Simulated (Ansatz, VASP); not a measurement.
One calculation of Sc, two programs

```xyz
1
Lattice="0.0000 2.3077 2.3077 2.3077 0.0000 2.3077 2.3077 2.3077 0.0000" Properties=species:S:1:pos:R:3 pbc="T T T"
Sc    0.0000    0.0000    0.0000
```

Change from the starting cell: volume scaled by 1.05, PAW files.

Alike in both runs: task electric field gradients; functional PBE; k mesh 15 × 15 × 15; occupations fermi-dirac, width 0.03 eV; no spin polarisation.

|  | VASP | Ansatz |
| --- | --- | --- |
| version | VASP 6.6.1 | Ansatz 0.2.0 |
| potentials or method | VASP PAW PBE potentials, release 64 (Sc_sv) | PAW with Ansatz's default frozen-core files, scalar-relativistic |
| plane-wave cutoff (eV) | 520 | 420 |
| valence electrons in the cell | 11 | 11 |

Ansatz gave:

| Property | Result |
| --- | --- |
| pressure (GPa) | 0.1 |

Question: Which values does VASP return?

Answer: Pressure (GPa): 0.2.

The functional is the same, so the differences come from potentials, cutoffs and numerics.
